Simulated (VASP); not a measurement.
# Tl (I4/mmm) in VASP: further runs, part 2 of 2

VASP 6.6.1. Earlier steps stand in the parts before.

### 4 Single point, PBE+D3(BJ) (strain +0.000 along x and y, +0.015 along z)

INCAR reads:

```
SYSTEM = Tl
PREC     = Accurate       ! precision mode
ENCUT    = 520            ! plane-wave cutoff, eV
EDIFF    = 1E-6           ! SCF threshold, eV
ISMEAR   = 0              ! smearing method
SIGMA    = 0.15           ! smearing width, eV
LREAL    = .False.        ! projectors in reciprocal space
LASPH    = .True.         ! aspherical terms in the spheres
NELM     = 100            ! most SCF steps
ALGO     = Fast           ! electronic algorithm
ISIF     = 2              ! what is computed and relaxed
LWAVE    = .False.        ! write WAVECAR
LCHARG   = .False.        ! write CHGCAR
GGA      = PE             ! functional
IVDW     = 12             ! dispersion correction
NBANDS   = 12             ! bands
```

KPOINTS reads:

```
Automatic mesh
0
Gamma
  16 16 16
  0 0 0
```

POSCAR reads:

```
Tl
1.0
    0.0000000000      2.4663412330      2.5033363515
    2.4663412330      0.0000000000      2.5033363515
    2.4663412330      2.4663412330      0.0000000000
Tl
1
Direct
    0.0000000000      0.0000000000      0.0000000000
```

Potentials or basis: VASP PAW PBE potentials, release 64 (Tl_d).

Run with:

```console
> cat potpaw_PBE.64/Tl_d/POTCAR > POTCAR
> mpirun -np 1 vasp_std > vasp.out
```

OUTCAR:

```text
SYSTEM = Tl
   PREC = Accurate
   ENCUT = 520
   EDIFF = 1E-6
   ISMEAR = 0
   LREAL = .False.
   LASPH = .True.
   NELM = 100
   ISIF = 2
   GGA = PE
   IVDW = 12
 IVDW          = 12

 ion  position               nearest neighbor table
   1  0.000  0.000  0.000-

  LATTYP: Found a body centered tetragonal cell.
 ALAT       =     3.4879332211
 C/A-ratio  =     1.4354267658

  Lattice vectors:

 A1 = (  -2.4663412330,   0.0000000000,   2.5033363515)
 A2 = (   2.4663412330,   0.0000000000,   2.5033363515)
 A3 = (   0.0000000000,   2.4663412330,  -2.5033363515)

Analysis of symmetry for initial positions (statically):
=====================================================================
 Subroutine PRICEL returns:
 Original cell was already a primitive cell.

 Routine SETGRP: Setting up the symmetry group for a
 body centered tetragonal supercell.

 Subroutine GETGRP returns: Found 16 space group operations
 (whereof 16 operations were pure point group operations)
 out of a pool of 16 trial point group operations.

The static configuration has the point symmetry D_4h.

Analysis of symmetry for dynamics (positions and initial velocities):
[... 174 lines left out ...]
      7      15.6707      0.00000
      8      15.6707      0.00000
      9      15.7064      0.00000
     10      16.7922      0.00000
     11      19.5100      0.00000
     12      20.4389      0.00000
[... 331 lines left out ...]
 k-point    24 :      -0.0625    0.0625    0.0000
  band No.  band energies     occupation
      1      -5.6032      2.00000
      2      -5.5909      2.00000
      3      -5.5728      2.00000
      4      -5.3724      2.00000
      5      -5.3696      2.00000
      6      -3.4833      2.00000
      7      13.8127      0.00000
      8      14.5800      0.00000
      9      15.8281      0.00000
     10      16.8195      0.00000
     11      19.8491      0.00000
     12      20.4976      0.00000

 [... further k-points ...]

------------------------ aborting loop because EDIFF is reached ----------------------------------------

 Edisp (eV)   -0.32116

 E8    (eV) :    -0.1679

  FORCE on cell =-STRESS in cart. coord.  units (eV):
  Direction    XX          YY          ZZ          XY          YZ          ZX
  --------------------------------------------------------------------------------------
  -------------------------------------------------------------------------------------
  Total      -0.23902    -0.23902    -0.21520     0.00000     0.00000    -0.00000
  in kB     -12.57433   -12.57433   -11.32133     0.00000     0.00000    -0.00000
  external pressure =      -12.16 kB  Pullay stress =        0.00 kB

 VOLUME and BASIS-vectors are now :
 -----------------------------------------------------------------------------
  energy-cutoff  :      520.00
  volume of cell :       30.45
      direct lattice vectors                 reciprocal lattice vectors
     0.000000000  2.466341233  2.503336351    -0.202729449  0.202729449  0.199733448
     2.466341233  0.000000000  2.503336351     0.202729449 -0.202729449  0.199733448
     2.466341233  2.466341233  0.000000000     0.202729449  0.202729449 -0.199733448

 POSITION                                       TOTAL-FORCE (eV/Angst)
 -----------------------------------------------------------------------------------
      0.00000      0.00000      0.00000        -0.000000     -0.000000      0.000000
 -----------------------------------------------------------------------------------
    total drift:                               -0.000000     -0.000000     -0.000000

  FREE ENERGIE OF THE ION-ELECTRON SYSTEM (eV)
  ---------------------------------------------------
  free  energy   TOTEN  =        -2.5296437738 eV

  energy  without entropy=       -2.5224887067  energy(sigma->0) =       -2.52606624
```

stdout:

```text
POSCAR found type information on POSCAR Tl
 POSCAR found :  1 types and       1 ions
 scaLAPACK will be used
 LDA part: xc-table for (Slater+PW92), standard interpolation
 POSCAR, INCAR and KPOINTS ok, starting setup
 FFT: planning ... GRIDC
 FFT: planning ... GRID_SOFT
 FFT: planning ... GRID
 WAVECAR not read
 entering main loop
```

Wall time 2.2 min (1 thread of Oxide Virtual Turin-like, shared host); peak memory 0.23 GiB.

What came out:

```
Free energy                : -2.5296 eV
Pressure                   : -1.2 GPa
Band gap on the k mesh     : zero (an odd number of electrons rules out a gap without spin polarisation)
Dispersion energy per atom : -0.321 eV
```

Stress tensor (GPa, compression positive):
```
-1.26  0.00  0.00
 0.00 -1.26  0.00
 0.00  0.00 -1.13
```

Levels at points of the mesh, in eV from the Fermi level:
| k point | band 2 | band 3 | band 4 | band 5 | band 6 | band 7 | band 8 | band 9 | band 10 | band 11 |
| --- | --- | --- | --- | --- | --- | --- | --- | --- | --- | --- |
| (0.00, 0.00, 0.00) | -11.51 | -11.51 | -11.30 | -11.27 | -9.62 | 9.75 | 9.75 | 9.79 | 10.87 | 13.59 |
| (0.50, 0.00, 0.00) | -11.52 | -11.50 | -11.08 | -11.07 | -5.32 | -2.64 | 7.68 | 7.94 | 10.31 | 11.82 |
| (0.50, 0.50, 0.00) | -11.72 | -11.09 | -11.02 | -11.02 | -3.87 | -1.71 | 4.07 | 4.07 | 7.33 | 8.71 |
| (0.50, 0.00, 0.50) | -11.72 | -11.09 | -11.03 | -11.01 | -3.68 | -1.58 | 3.84 | 3.92 | 7.15 | 8.54 |

Caveat: the cell differs from its parent crystal (strain +0.000 along x and y, +0.015 along z); spin-orbit coupling is left out, which moves the levels of the heavy elements.

### 5 Single point, PBE+D3(BJ) (strain +0.000 along x and y, +0.030 along z)

INCAR reads:

```
SYSTEM = Tl
PREC = Accurate
ENCUT = 520
EDIFF = 1E-6
ISMEAR = 0
SIGMA = 0.15
LREAL = .False.
LASPH = .True.
NELM = 80
ALGO = Normal
ISIF = 2
LWAVE = .False.
LCHARG = .False.
GGA = PE
IVDW = 12
NBANDS = 12
```

KPOINTS reads:

```
regular mesh
0
Gamma
  16 16 16
  0 0 0
```

POSCAR reads:

```
Tl
1.0
    0.0000000000      2.4663412330      2.5403314700
    2.4663412330      0.0000000000      2.5403314700
    2.4663412330      2.4663412330      0.0000000000
Tl
1
Direct
    0.0000000000      0.0000000000      0.0000000000
```

Run with:

```console
> cat potpaw_PBE.64/Tl_d/POTCAR > POTCAR
> mpirun -np 1 vasp_std > vasp.out
```

It took 2.9 min on 1 thread of Oxide Virtual Turin-like, shared host; peak memory 0.23 GiB.

It converged, with:

| Quantity | Value |
| --- | --- |
| Free energy | -2.5263 eV |
| Pressure | -1.6 GPa |
| Band gap on the k mesh | zero (an odd number of electrons rules out a gap without spin polarisation) |
| Dispersion energy per atom | -0.316 eV |

Stress tensor (GPa, compression positive):
```
-1.67  0.00  0.00
 0.00 -1.67  0.00
 0.00  0.00 -1.41
```

Levels at points of the mesh, in eV from the Fermi level:
| k point | band 3 | band 4 | band 5 | band 6 | band 7 | band 8 | band 9 | band 10 |
| --- | --- | --- | --- | --- | --- | --- | --- | --- |
| (0.00, 0.00, 0.00) | -11.48 | -11.30 | -11.25 | -9.51 | 9.63 | 9.63 | 9.70 | 10.86 |
| (0.50, 0.00, 0.00) | -11.46 | -11.08 | -11.05 | -5.31 | -2.57 | 7.45 | 7.99 | 10.32 |
| (0.50, 0.50, 0.00) | -11.08 | -11.02 | -11.02 | -4.01 | -1.73 | 4.17 | 4.17 | 7.39 |
| (0.50, 0.00, 0.50) | -11.08 | -11.03 | -10.99 | -3.65 | -1.48 | 3.73 | 3.89 | 7.04 |

Caveat: the cell differs from its parent crystal (strain +0.000 along x and y, +0.030 along z); spin-orbit coupling is left out, which moves the levels of the heavy elements.

### 6 Single point, PBE+D3(BJ) (strain +0.015 along x and y, +0.000 along z)

INCAR reads:

```
PREC = Accurate
ENCUT = 520
EDIFF = 1E-6
ISMEAR = 0
SIGMA = 0.15
LREAL = F
LASPH = T
NELM = 60
ALGO = Normal
ISIF = 2
LWAVE = F
LCHARG = F
GGA = PE
IVDW = 12
NBANDS = 12
```

KPOINTS reads:

```
Automatic mesh
0
Gamma
  16 16 16
```

POSCAR reads:

```
Tl
1.0
    0.0000000000      2.5033363515      2.4663412330
    2.5033363515      0.0000000000      2.4663412330
    2.5033363515      2.5033363515      0.0000000000
Tl
1
Direct
    0.0000000000      0.0000000000      0.0000000000
```

Potentials or basis: VASP PAW PBE potentials, release 64 (Tl_d).

Run with:

```console
> cat potpaw_PBE.64/Tl_d/POTCAR > POTCAR
> mpirun -np 1 vasp_std > vasp.out
```

It took 2.9 min on 1 thread of Oxide Virtual Turin-like, shared host; peak memory 0.23 GiB.

The run converged. Its results:

```
Free energy                : -2.5258 eV
Pressure                   : -1.6 GPa
Band gap on the k mesh     : zero (an odd number of electrons rules out a gap without spin polarisation)
Dispersion energy per atom : -0.316 eV
```

Levels at points of the mesh, in eV from the Fermi level:
```
           k point  band 3  band 4  band 5  band 6  band 7  band 8  band 9  band 10
(0.00, 0.00, 0.00)  -11.49  -11.29  -11.27   -9.52    9.61    9.65    9.65    10.85
(0.50, 0.00, 0.00)  -11.48  -11.08  -11.07   -5.33   -2.59    7.59    7.84    10.28
(0.50, 0.50, 0.00)  -11.09  -11.02  -11.02   -3.66   -1.49    3.79    3.79     7.02
(0.50, 0.00, 0.50)  -11.09  -11.03  -11.01   -3.84   -1.62    3.93    4.02     7.20
```

Caveat: the cell differs from its parent crystal (strain +0.015 along x and y, +0.000 along z); spin-orbit coupling is left out, which moves the levels of the heavy elements.

### 7 The runs side by side

```tsv
cell	gap on the mesh (eV)	pressure (GPa)
a = 3.462, b = 3.462, c = 3.488 Å, angles 59.8, 59.8, 60.5°, 1 atom	none	-0.4
a = 3.515, b = 3.515, c = 3.436 Å, angles 60.7, 60.7, 58.5°, 1 atom	none	-0.8
a = 3.514, b = 3.514, c = 3.488 Å, angles 60.2, 60.2, 59.5°, 1 atom	none	-1.2
a = 3.541, b = 3.541, c = 3.488 Å, angles 60.5, 60.5, 59.0°, 1 atom	none	-1.6
a = 3.514, b = 3.514, c = 3.540 Å, angles 59.8, 59.8, 60.5°, 1 atom	none	-1.6
```

Alike in all rows: task single point; level PBE+D3(BJ); potentials or basis VASP PAW PBE potentials, release 64 (Tl_d); no spin polarisation; k mesh 16 × 16 × 16; cutoff (eV) 520; smearing gaussian 0.15 eV.

Caveats: spin-orbit coupling is left out, which moves the levels of the heavy elements.

Total energies depend on the potentials used, so only differences within one code and one set of settings carry meaning.
